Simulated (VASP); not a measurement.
## CdSe: single point with PBEsol

CdSe:

```
CELL_PARAMETERS angstrom
0.00000 2.87396 2.87396
2.87396 0.00000 2.87396
2.87396 2.87396 0.00000
ATOMIC_POSITIONS crystal
Cd 0.00000 0.00000 0.00000
Se 0.50000 0.50000 0.50000
```

- Program: VASP 6.6.1
- Task: single point
- Functional: PBEsol
- Potentials or basis: VASP PAW PBE potentials, release 64 (Cd, Se)
- Cutoff: 520 eV
- k mesh: 8 × 8 × 8
- Occupations: fermi-dirac, width 0.05 eV
- Spin: no spin polarisation

The pressure is -3.5 GPa and the band gap on the k mesh is zero (band 9 reaches 2.12 eV, above the bottom of band 10 at 1.59 eV).

Levels at points of the mesh, in eV from the Fermi level:
```tsv
k point	band 7	band 8	band 9	band 10	band 11	band 12
(0.00, 0.00, 0.00)	-0.70	-0.70	-0.70	-0.12	8.49	8.49
(0.50, 0.00, 0.00)	-5.06	-0.13	-0.13	2.80	5.09	5.09
(0.50, 0.50, 0.00)	-4.22	-2.16	-2.16	-0.63	5.27	9.51
```

Run time: 11 s on 1 thread of AMD EPYC 9R45 96-Core Processor (Zen 5), with other jobs on the host, peak memory 0.15 GiB.

Caveat: the PAW data sets were made with another functional, which shifts forces and pressure a little.
